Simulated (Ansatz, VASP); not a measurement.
# One calculation of BeS, two programs

```
CELL_PARAMETERS angstrom
0.00000 2.43828 2.43828
2.43828 0.00000 2.43828
2.43828 2.43828 0.00000
ATOMIC_POSITIONS crystal
Be 0.75000 0.75000 0.75000
S 0.00000 0.00000 0.00000
```

Alike in both runs: functional PBE; k mesh 8 × 8 × 8; occupations gaussian, width 0.02 eV; no spin polarisation.

Ansatz relaxed the structure, and its values are those at the end. VASP's run is a single point on that final structure, the one shown.

```csv
,VASP,Ansatz
version,VASP 6.6.1,Ansatz 0.2.0
potentials or method,"VASP PAW PBE potentials, release 64 (Be, S), cutoff 520 eV","scalar-relativistic, plane waves, PAW"
valence electrons in the cell,8,8
```

VASP gave:

```
gap on the k mesh at the Fermi level (eV) : 3.15
least direct gap on the mesh (eV)         : 5.68
pressure (GPa)                            : 0.0
```

Problem. Which values does Ansatz return?

Solution. gap on the k mesh at the Fermi level (eV): 3.15; least direct gap on the mesh (eV): 5.66; pressure (GPa): 0.0.

The functional is the same, so the differences come from potentials, cutoffs and numerics.
